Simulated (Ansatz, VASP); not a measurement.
Bi: VASP beside Ansatz

```
Bi
1.0
     3.12976    0.00000   -0.06477
     0.00000    3.06494    0.00000
    -0.20663    0.00000    6.29316
Bi
2
Direct
  0.48054 0.00000 0.28732
  0.51946 0.00000 0.71268
```

Alike in both runs: task single point; functional PBE; k mesh 14 × 14 × 8; occupations gaussian, width 0.1 eV; no spin polarisation.

|  | VASP | Ansatz |
| --- | --- | --- |
| version | VASP 6.6.1 | Ansatz 0.2.0 |
| potentials or method | VASP PAW PBE potentials, release 64 (Bi_d), cutoff 520 eV | scalar-relativistic, plane waves, PAW |
| valence electrons in the cell | 30 | 30 |

|  | VASP | Ansatz | Ansatz less VASP |
| --- | --- | --- | --- |
| gap on the k mesh at the Fermi level (eV) | none | none | - |
| pressure (GPa) | 17.4 | 17.5 | +0.05 |
| traceless stress, the component that is largest in VASP (GPa) | 9.56 | 9.51 | -0.049 |
| rms of the force components (eV/Å) | 2.068 | 2.058 | -0.0094 |

Atom by atom the forces differ by 0.009 eV/Å (rms over components). A gap of «none» marks a metal or a gap that the smearing closes.

Neither program's run includes spin-orbit coupling.
